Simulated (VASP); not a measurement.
Set up this calculation in VASP 6.6.1, as the native input.

```yaml
Task: single point
Functional: PBE
Potentials_or_basis: VASP PAW PBE potentials, release 64 (Mg, Cd, S)
Cutoff: 520 eV
k_mesh: 10 × 10 × 10
Occupations: gaussian, width 0.02 eV
Spin: no spin polarisation
Dipole_correction: no
Further_INCAR_settings: ALGO = Normal; EDIFF = 1e-06; NBANDS = 31
```

The structure of MgCd2S3 lies in POSCAR:

```
MgCd2S3
1.0
   -1.9989852161      1.9989852161      8.2584391443
    1.9989852161     -1.9989852161      8.2584391443
    1.9989852161      1.9989852161     -8.2584391443
Mg Cd S
1 2 3
Direct
    0.0000000000      0.0000000000      0.0000000000
    0.3367951607      0.3367951607      0.0000000000
    0.6632048393      0.6632048393      0.0000000000
    0.2500000000      0.7500000000      0.5000000000
    0.5762982585      0.0762982585      0.5000000000
    0.9237017415      0.4237017415      0.5000000000
```

This cell differs from its parent crystal: volume scaled by 0.88, then relaxed in part.

These files were run (other wordings do the same):

INCAR

```
SYSTEM = MgCd2S3
ALGO = Normal
EDIFF = 1E-6
ENCUT = 520
GGA = PE
ISIF = 2
ISMEAR = 0
LASPH = .TRUE.
LCHARG = .TRUE.
LELF = .TRUE.
LREAL = .FALSE.
LVHAR = .TRUE.
LWAVE = .FALSE.
NBANDS = 31
NELM = 80
PREC = Accurate
SIGMA = 0.02
```

KPOINTS

```
k-points
0
G
  10 10 10
  0 0 0
```

Potentials or basis: VASP PAW PBE potentials, release 64 (Mg, Cd, S).

The run is started by

```sh
$ cat potpaw_PBE.64/Mg/POTCAR potpaw_PBE.64/Cd/POTCAR potpaw_PBE.64/S/POTCAR > POTCAR
$ mpirun -np 1 vasp_std > vasp.out
```

Results of the run:

| Quantity | Value |
| --- | --- |
| Pressure | 9.4 GPa |
| Largest force | 0.058 eV/Å |
| Band gap on the k mesh | 2.03 eV, direct |

Run time: 15 min on 1 thread of Intel(R) Xeon(R) 6975P-C (Granite Rapids), with other jobs on the host, peak memory 0.94 GiB.
